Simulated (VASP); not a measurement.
Input of a VASP 6.6.1 run:

File INCAR:

```
  PREC = Accurate
  ENCUT = 520
  EDIFF = 1E-6
  ISMEAR = 0
  SIGMA = 0.01
  LREAL = False
  LASPH = True
  NELM = 60
  ALGO = Normal
  ISIF = 2
  LWAVE = False
  LCHARG = False
  GGA = PE
  NBANDS = 11
```

Contents of KPOINTS:

```
regular mesh
0
Gamma
  8 8 8
```

The input POSCAR:

```
MgO
1.0
    0.0000000000      2.1021680256      2.1021680256
    2.1021680256      0.0000000000      2.1021680256
    2.1021680256      2.1021680256      0.0000000000
Mg O
1 1
Direct
    0.0000000000      0.0000000000      0.0000000000
    0.5000000000      0.5000000000      0.5000000000
```

Potentials or basis: VASP PAW PBE potentials, release 64 (Mg, O).

Run with:

```bash
$ cat potpaw_PBE.64/Mg/POTCAR potpaw_PBE.64/O/POTCAR > POTCAR
$ mpirun -np 1 vasp_std > vasp.out
```

Problem. Predict the band gap on the k mesh.

Solution. 4.78 eV, direct.

Problem. Estimate the pressure.

Solution. 4.9 GPa.

As with any semilocal functional, this PBE gap is likely too small.
